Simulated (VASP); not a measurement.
Crystal: PbS.

```
CELL_PARAMETERS angstrom
0.00000 2.98723 2.98723
2.98723 0.00000 2.98723
2.98723 2.98723 0.00000
ATOMIC_POSITIONS crystal
Pb 0.00000 0.00000 0.00000
S 0.50000 0.50000 0.50000
```

Base run:

| Property | Result |
| --- | --- |
| Program | VASP 6.6.1 |
| Functional | r2SCAN |
| Potentials or basis | VASP PAW PBE potentials, release 64 (Pb_d, S) |
| Cutoff | 520 eV |
| k mesh | 6 × 6 × 6 |
| Occupations | gaussian, width 0.01 eV |
| Spin | no spin polarisation |

Its results: band gap on the k mesh 0.70 eV; electronic dielectric tensor (diagonal) 13.85.

Q: The run is repeated on the same cell with these changes: functional from r2SCAN to PBE. What comes out?

A: Band gap on the k mesh 0.44 eV; electronic dielectric tensor (diagonal) 23.74.

Caveats: spin-orbit coupling is left out, which moves the levels of the heavy elements; the gap is small at this level, which inflates the dielectric constant (at least some runs).

A k mesh can miss the band edges.
